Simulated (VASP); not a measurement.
Input of a VASP 6.6.1 run:

Contents of INCAR:

```
SYSTEM = ZrB
PREC = Accurate
ENCUT = 520
EDIFF = 1E-6
ISMEAR = 0
SIGMA = 0.1
LREAL = .FALSE.
LASPH = .TRUE.
NELM = 100
ALGO = Normal
ISIF = 2
LWAVE = .FALSE.
LCHARG = .FALSE.
GGA = PE
NBANDS = 14
```

The input KPOINTS:

```
Automatic mesh
0
G
  20 20 20
  0 0 0
```

The input POSCAR:

```
ZrB
1.0
    0.0000000000      2.4520589663      2.4520589663
    2.4520589663      0.0000000000      2.4520589663
    2.4520589663      2.4520589663      0.0000000000
Zr B
1 1
Direct
    0.0000000000      0.0000000000      0.0000000000
    0.5000000000      0.5000000000      0.5000000000
```

Potentials or basis: VASP PAW PBE potentials, release 64 (Zr_sv, B).

Command:

```bash
$ cat potpaw_PBE.64/Zr_sv/POTCAR potpaw_PBE.64/B/POTCAR > POTCAR
$ mpirun -np 1 vasp_std > vasp.out
```

Q: Predict the band gap on the k mesh.

A: Zero (an odd number of electrons rules out a gap without spin polarisation).

Q: What does it give for the pressure?

A: 0.1 GPa.
